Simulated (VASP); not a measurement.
# CdS in VASP: further runs

Aim: see how the results for CdS move with the level of theory and the settings. Levels: HSE06, r2SCAN. Tasks: single point.

All numbers are computed with VASP 6.6.1; they aren't measurements. Logs are shortened: lines on timing, memory, paths and dates and some standing lists are left out, and cuts for length are marked.

**1. The cell of the first run**

Symmetry: I4/mmm, No. 139, tetragonal system. Conventional cell: a = 3.856 Å, b = 3.856 Å, c = 5.290 Å, α = 90.00°, β = 90.00°, γ = 90.00°. Within 3.5 Å of Cd (site symmetry 4/mmm) lie 6 S at 2.64 to 2.73 Å. Within 3.5 Å of S (site symmetry 4/mmm) lie 6 Cd at 2.64 to 2.73 Å.

**2. Single point, HSE06 (uniaxial z strain -3.0%)**

Input file POSCAR:

```
CdS
1.0
    0.0000000000      2.7267765455      2.6449732491
    2.7267765455      0.0000000000      2.6449732491
    2.7267765455      2.7267765455      0.0000000000
Cd S
1 1
Direct
    0.0000000000      0.0000000000      0.0000000000
    0.5000000000      0.5000000000      0.5000000000
```

Input file INCAR.step1:

```
PREC     = Accurate       # precision mode
ENCUT    = 520            # plane-wave cutoff, eV
EDIFF    = 1E-5           # SCF threshold, eV
ISMEAR   = -1             # smearing method
SIGMA    = 0.02           # smearing width, eV
LREAL    = F              # projectors in reciprocal space
LASPH    = T              # aspherical terms in the spheres
NELM     = 80             # most SCF steps
ALGO     = Normal         # electronic algorithm
ISIF     = 2              # what is computed and relaxed
LWAVE    = T              # write WAVECAR
LCHARG   = F              # write CHGCAR
GGA      = PE             # functional
NBANDS   = 16             # bands
```

Input file INCAR.step2:

```
PREC     = Accurate       # precision mode
ENCUT    = 520            # plane-wave cutoff, eV
EDIFF    = 1E-6           # SCF threshold, eV
ISMEAR   = -1             # smearing method
SIGMA    = 0.02           # smearing width, eV
LREAL    = F              # projectors in reciprocal space
LASPH    = T              # aspherical terms in the spheres
NELM     = 80             # most SCF steps
ALGO     = Normal         # electronic algorithm
ISIF     = 2              # what is computed and relaxed
LWAVE    = F              # write WAVECAR
LCHARG   = F              # write CHGCAR
GGA      = PE             # functional
LHFCALC  = T              # exact exchange
HFSCREEN = 0.2079         # screening, 1/A
PRECFOCK = Normal       
ISTART   = 1            
NBANDS   = 16             # bands
```

Input file KPOINTS:

```
regular mesh
0
Gamma
  6 6 6
```

Potentials or basis: VASP PAW PBE potentials, release 64 (Cd, S).

The run is started by

```bash
$ cat potpaw_PBE.64/Cd/POTCAR potpaw_PBE.64/S/POTCAR > POTCAR
$ cp INCAR.step1 INCAR
$ mpirun -np 1 vasp_std > vasp.out
$ cp INCAR.step2 INCAR
$ mpirun -np 1 vasp_std > vasp.out
```

OUTCAR:

```text
PREC = Accurate
   ENCUT = 520
   EDIFF = 1E-6
   ISMEAR = -1
   LREAL = F
   LASPH = T
   NELM = 80
   ISIF = 2
   GGA = PE
   LHFCALC = T
   HFSCREEN = 0.2079
   PRECFOCK = Normal
   ISTART = 1

 ion  position               nearest neighbor table
   1  0.000  0.000  0.000-   2 2.64   2 2.64   2 2.73   2 2.73   2 2.73   2 2.73
   2  0.500  0.500  0.500-   1 2.64   1 2.64   1 2.73   1 2.73   1 2.73   1 2.73

  LATTYP: Found a body centered tetragonal cell.
 ALAT       =     3.8562443722
 C/A-ratio  =     1.3717871555

  Lattice vectors:

 A1 = (   0.0000000000,  -2.7267765455,  -2.6449732491)
 A2 = (   0.0000000000,   2.7267765455,  -2.6449732491)
 A3 = (   2.7267765455,   0.0000000000,   2.6449732491)

Analysis of symmetry for initial positions (statically):
=====================================================================
 Subroutine PRICEL returns:
 Original cell was already a primitive cell.

 Routine SETGRP: Setting up the symmetry group for a
 body centered tetragonal supercell.

 Subroutine GETGRP returns: Found 16 space group operations
 (whereof 16 operations were pure point group operations)
 out of a pool of 16 trial point group operations.

The static configuration has the point symmetry D_4h.

Analysis of symmetry for dynamics (positions and initial velocities):
=====================================================================
 Subroutine PRICEL returns:
 Original cell was already a primitive cell.

 Routine SETGRP: Setting up the symmetry group for a
 body centered tetragonal supercell.

 Subroutine GETGRP returns: Found 16 space group operations
 (whereof 16 operations were pure point group operations)
 out of a pool of 16 trial point group operations.

The dynamic configuration has the point symmetry D_4h.

 Subroutine INISYM returns: Found 16 space group operations
 (whereof 16 operations are pure point group operations),
 and found     1 'primitive' translations

----------------------------------------------------------------------------------------

                                     Primitive cell

  volume of cell :      39.3324

  direct lattice vectors                    reciprocal lattice vectors
     0.000000000  2.726776545  2.644973249    -0.183366694  0.183366694  0.189037829
     2.726776545  0.000000000  2.644973249     0.183366694 -0.183366694  0.189037829
     2.726776545  2.726776545  0.000000000     0.183366694  0.183366694 -0.189037829

  length of vectors
     3.798841115  3.798841115  3.856244372     0.320908070  0.320908070  0.320908070

  position of ions in fractional coordinates (direct lattice)
     0.000000000  0.000000000  0.000000000
     0.500000000  0.500000000  0.500000000

  ion indices of the primitive-cell ions
   primitive index   ion index
                 1           1
                 2           2

----------------------------------------------------------------------------------------

 KPOINTS: regular mesh

Automatic generation of k-mesh.
 Grid dimensions read from file:
 generate k-points for:    6    6    6

 Generating k-lattice:

  Cartesian coordinates                     Fractional coordinates (reciprocal lattice)
    -0.030561116  0.030561116  0.031506305     0.166666667 -0.000000000  0.000000000
     0.030561116 -0.030561116  0.031506305    -0.000000000  0.166666667  0.000000000
     0.030561116  0.030561116 -0.031506305     0.000000000  0.000000000  0.166666667

  Length of vectors
     0.053484678  0.053484678  0.053484678

  Shift w.r.t. Gamma in fractional coordinates (k-lattice)
     0.000000000  0.000000000  0.000000000

 Subroutine IBZKPT returns following result:
 ===========================================

 Found     30 irreducible k-points:

 Following reciprocal coordinates:
            Coordinates               Weight
  0.000000  0.000000  0.000000      1.000000
  0.166667 -0.000000  0.000000      8.000000
  0.333333 -0.000000  0.000000      8.000000
  0.500000 -0.000000  0.000000      4.000000
  0.166667  0.166667  0.000000      2.000000
  0.333333  0.166667  0.000000      8.000000
[... 16 lines left out ...]
  0.333333  0.000000  0.333333      4.000000
  0.500000 -0.000000  0.333333     16.000000
 [... further k-points ...]
   k-points           NKPTS =     30   k-points in BZ     NKDIM =    216   number of bands    NBANDS=     16
   number of dos      NEDOS =    301   number of ions     NIONS =      2
   total plane-waves  NPLWV =  23520
   dimension x,y,z NGX =    28 NGY =   28 NGZ =   30
   dimension x,y,z NGXF=    56 NGYF=   56 NGZF=   60
   ions per type =               1   1
   NGX,Y,Z   is equivalent  to a cutoff of  12.25, 12.25, 12.93 a.u.
   NGXF,Y,Z  is equivalent  to a cutoff of  24.51, 24.51, 25.87 a.u.
 SYSTEM =  unknown system
   PREC   = accura    normal or accurate (medium, high low for compatibility)
   ISTART =      1    job   : 0-new  1-cont  2-samecut
   ICHARG =      0    charge: 1-file 2-atom 10-const
   ISPIN  =      1    spin polarized calculation?
   LNONCOLLINEAR =      F non collinear calculations
   LSORBIT =      F    spin-orbit coupling
   LASPH  =      T    aspherical Exc in radial PAW
   ENCUT  =  520.0 eV  38.22 Ry    6.18 a.u.   7.06  7.06  7.17*2*pi/ulx,y,z
   NELM   =     80;   NELMIN=  2; NELMDL=  0     # of ELM steps
   EDIFF  = 0.1E-05   stopping-criterion for ELM
   LREAL  =      F    real-space projection
   EDIFFG = 0.1E-04   stopping-criterion for IOM
   NSW    =      0    number of steps for IOM
   IBRION =     -1    ionic relax: 0-MD 1-quasi-New 2-CG
   NFREE  =      0    steps in history (QN), initial steepest desc. (CG)
   ISIF   =      2    stress and relaxation
   ISYM   =      3    0-nonsym 1-usesym 2-fastsym
   POTIM  = 0.5000    time-step for ionic-motion
   TEBEG  =    0.0;   TEEND  =   0.0 temperature during run
   PSTRESS=    0.0 pullay stress
   NELECT =      18.0000    total number of electrons
   NUPDOWN=      -1.0000    fix difference up-down
   EMIN   =  10.00;   EMAX   =-10.00  energy-range for DOS
   EFERMI =   0.00;   METHOD = LEGACY
   ISMEAR =    -1;   SIGMA  =   0.02  broadening in eV -4-tet -1-fermi 0-gaus
   EFERMI_NEDOS =   21; number of points for ismear=-14 and -15
   IALGO  =     38    algorithm
   IMIX   =      1    mixing-type and parameters
     AMIX     =   0.40;   BMIX     =  1.00
     AMIX_MAG =   1.60;   BMIX_MAG =  1.00
  volume/ion in A,a.u.               =      19.67       132.71
  Fermi-wavevector in a.u.,A,eV,Ry     =   1.261582  2.384045 21.654890  1.591590
  Thomas-Fermi vector in A             =   2.395034
   LORBIT       =      0    0 simple, 1 ext, 2 COOP (PROOUT), +10 PAW based schemes
   GGA     = PE    functional components
   LHFCALC =     T    Hartree Fock is set to
   PRECFOCK=normal    Normal, Fast or Accurate (Low or Medium for compatibility)
   ENCUT4O =  -1.0   cutoff for four orbital integrals eV
   NKREDX  =     1    reduce k-point grid by
   NKREDY  =     1    reduce k-point grid by
   NKREDZ  =     1    reduce k-point grid by
   AEXX    =    0.2500 exact exchange contribution
   HFSCREEN=    0.2079 screening length (either q_TF or 0.3 A-1)
   HFSCREENC=   0.2079 screening length for correlation (either q_TF or 0.3 A-1)
   ENCUTFOCK=  -1.0 apply spherical cutoff to Coloumb kernel
   IVDW    =     0    specifies the selected vdW correction
   LEPSILON=     F    determine dielectric tensor
   LRPA    =     F    only Hartree local field effects (RPA)
 non-spin polarized calculation
  energy-cutoff  :      520.00
  volume of cell :       39.33
 maximum number of plane-waves:      1073
  NGX = 24; NGY = 24; NGZ = 24

 number of electron      18.0000000 magnetization

 Free energy of the ion-electron system (eV)
  ---------------------------------------------------
  ext. energy  EPLUGINS =         0.00000000
  ---------------------------------------------------
  free energy    TOTEN  =        -7.32888804 eV

  energy without entropy =       -7.32888804  energy(sigma->0) =       -7.32888804

 E-fermi :   3.1981     XC(G=0):  -8.7432

 val. band max:        2.7648802139   @ k =   0.5000  -0.0000   0.0000
 cond. band min:       3.8027740707   @ k =   0.5000   0.5000   0.0000
 fundamental gap:      1.0378938568
 Fermi energy:         3.1980567158

 k-point     1 :       0.0000    0.0000    0.0000
  band No.  band energies     occupation
      1     -11.6832      2.00000
      2      -6.2357      2.00000
      3      -6.2315      2.00000
      4      -6.2205      2.00000
      5      -6.2205      2.00000
      6      -6.1774      2.00000
[... 8 lines left out ...]
     15      15.6458      0.00000
     16      15.6458      0.00000

 k-point     2 :       0.1667   -0.0000    0.0000
  band No.  band energies     occupation
      1     -11.4081      2.00000
      2      -6.3286      2.00000
      3      -6.3147      2.00000
      4      -6.2395      2.00000
      5      -6.1620      2.00000
      6      -6.1416      2.00000
[... 8 lines left out ...]
     15      14.3781      0.00000
     16      15.2888      0.00000

 k-point     3 :       0.3333   -0.0000    0.0000
  band No.  band energies     occupation
      1     -10.7473      2.00000
      2      -6.5135      2.00000
      3      -6.4772      2.00000
      4      -6.3541      2.00000
      5      -6.0407      2.00000
      6      -6.0385      2.00000
[... 8 lines left out ...]
     15      15.7367      0.00000
     16      15.8058      0.00000

 k-point     4 :       0.5000   -0.0000    0.0000
  band No.  band energies     occupation
      1     -10.3263      2.00000
      2      -6.6076      2.00000
      3      -6.5552      2.00000
      4      -6.4740      2.00000
      5      -5.9882      2.00000
      6      -5.9753      2.00000
[... 8 lines left out ...]
     15      17.0766      0.00000
     16      17.3565      0.00000
[... 324 lines left out ...]
 k-point    22 :      -0.3333    0.5000    0.1667
  band No.  band energies     occupation
      1     -10.5188      2.00000
      2      -6.2894      2.00000
      3      -6.2799      2.00000
      4      -6.0730      2.00000
      5      -5.9041      2.00000
      6      -5.1773      2.00000
[... 8 lines left out ...]
     15      18.2780      0.00000
     16      19.0026      0.00000

 k-point    23 :       0.3333    0.0000    0.3333
  band No.  band energies     occupation
      1     -10.8299      2.00000
      2      -6.3451      2.00000
      3      -6.1575      2.00000
      4      -6.0215      2.00000
      5      -5.9996      2.00000
      6      -5.9987      2.00000
[... 8 lines left out ...]
     15      17.9117      0.00000
     16      19.9588      0.00000

 k-point    24 :       0.5000   -0.0000    0.3333
  band No.  band energies     occupation
      1     -10.6065      2.00000
      2      -6.3479      2.00000
      3      -6.2464      2.00000
      4      -6.0255      2.00000
      5      -5.9371      2.00000
      6      -5.5225      2.00000
[... 8 lines left out ...]
     15      18.2607      0.00000
     16      19.5895      0.00000

 [... further k-points ...]

------------------------ aborting loop because EDIFF is reached ----------------------------------------

  FORCE on cell =-STRESS in cart. coord.  units (eV):
  Direction    XX          YY          ZZ          XY          YZ          ZX
  --------------------------------------------------------------------------------------
  -------------------------------------------------------------------------------------
  Total        0.5450238      0.5450238      1.3121912      0.0000000      0.0000000     -0.0000000
  in kB       22.2011587     22.2011587     53.4511820      0.0000000      0.0000000     -0.0000000
  external PRESSURE =      32.6178331 kB  Pullay stress =       0.0000000 kB

 VOLUME and BASIS-vectors are now :
 -----------------------------------------------------------------------------
  energy-cutoff  :      520.00
  volume of cell :       39.33
      direct lattice vectors                 reciprocal lattice vectors
     0.000000000  2.726776545  2.644973249    -0.183366694  0.183366694  0.189037829
     2.726776545  0.000000000  2.644973249     0.183366694 -0.183366694  0.189037829
     2.726776545  2.726776545  0.000000000     0.183366694  0.183366694 -0.189037829

 POSITION                                       TOTAL-FORCE (eV/Angst)
 -----------------------------------------------------------------------------------
      0.00000      0.00000      0.00000         0.000000      0.000000      0.000000
      2.72678      2.72678      2.64497         0.000000      0.000000     -0.000000
 -----------------------------------------------------------------------------------
    total drift:                               -0.000005     -0.000013      0.000076

  FREE ENERGIE OF THE ION-ELECTRON SYSTEM (eV)
  ---------------------------------------------------
  free  energy   TOTEN  =        -7.3288880369 eV

  energy  without entropy=       -7.3288880369  energy(sigma->0) =       -7.32888804
```

Wall time 1.6 h (1 thread of Intel Xeon Platinum 8259CL at 2.50GHz (Skylake/Cascade Lake), shared host); peak memory 0.29 GiB.

What came out:

```yaml
Free_energy: -7.3289 eV
Pressure: 3.3 GPa
Band_gap_on_the_k_mesh: 1.04 eV (least direct gap 2.93 eV)
```

Stress tensor (GPa, compression positive):
```
2.22 0.00 0.00
0.00 2.22 0.00
0.00 0.00 5.35
```

Caveat: the cell differs from its parent crystal (uniaxial z strain -3.0%); the cell stands under pressure; the PAW data sets were made with another functional, which shifts forces and pressure a little.

**3. Single point, r2SCAN**

This run uses another cell than the first one, of 20.27 Å³/atom.

Input file POSCAR:

```
CdS
1.0
    0.0000000000      2.7267765455      2.7267765455
    2.7267765455      0.0000000000      2.7267765455
    2.7267765455      2.7267765455      0.0000000000
Cd S
1 1
Direct
    0.0000000000      0.0000000000      0.0000000000
    0.5000000000      0.5000000000      0.5000000000
```

Input file INCAR.step1:

```
  PREC = Accurate
  ENCUT = 520
  ISMEAR = 0
  SIGMA = 0.01
  LREAL = False
  LASPH = True
  NELM = 80
  NBANDS = 16
  GGA = PE
  ALGO = Normal
  EDIFF = 1E-4
  LWAVE = True
  LCHARG = False
```

Input file INCAR.step2:

```
  PREC = Accurate
  ENCUT = 520
  EDIFF = 1E-7
  ISMEAR = 0
  SIGMA = 0.01
  LREAL = False
  LASPH = True
  NELM = 80
  ALGO = Normal
  ISIF = 2
  LWAVE = False
  LCHARG = False
  METAGGA = R2SCAN
  LMIXTAU = True
  NBANDS = 16
  ISTART = 1
```

Input file KPOINTS:

```
Automatic mesh
0
Gamma
  8 8 8
```

Potentials or basis: VASP PAW PBE potentials, release 64 (Cd, S).

The run is started by

```bash
$ cat potpaw_PBE.64/Cd/POTCAR potpaw_PBE.64/S/POTCAR > POTCAR
$ cp INCAR.step1 INCAR
$ mpirun -np 1 vasp_std > vasp.out
$ cp INCAR.step2 INCAR
$ mpirun -np 1 vasp_std > vasp.out
```

Run time: 1.7 min. Hardware: 1 thread of Intel Xeon 8259CL, shared host; peak memory 0.18 GiB.

The run converged. Its results:

```
Free energy            : -29.5244 eV
Pressure               : 0.5 GPa
Band gap on the k mesh : 0.73 eV (least direct gap 2.35 eV)
```

Levels at points of the mesh, in eV from the valence-band top:
| k point | band 6 | band 7 | band 8 | band 9 | band 10 | band 11 | band 12 | band 13 |
| --- | --- | --- | --- | --- | --- | --- | --- | --- |
| (0.00, 0.00, 0.00) | -7.86 | -0.77 | -0.77 | -0.77 | 1.59 | 9.73 | 9.73 | 9.73 |
| (0.50, 0.00, 0.00) | -7.65 | -4.92 | 0.00 | 0.00 | 4.06 | 6.46 | 6.46 | 7.60 |
| (0.50, 0.50, 0.00) | -6.85 | -4.35 | -2.20 | -2.20 | 0.73 | 6.42 | 10.78 | 12.28 |

Caveat: the PAW data sets were made with another functional, which shifts forces and pressure a little.
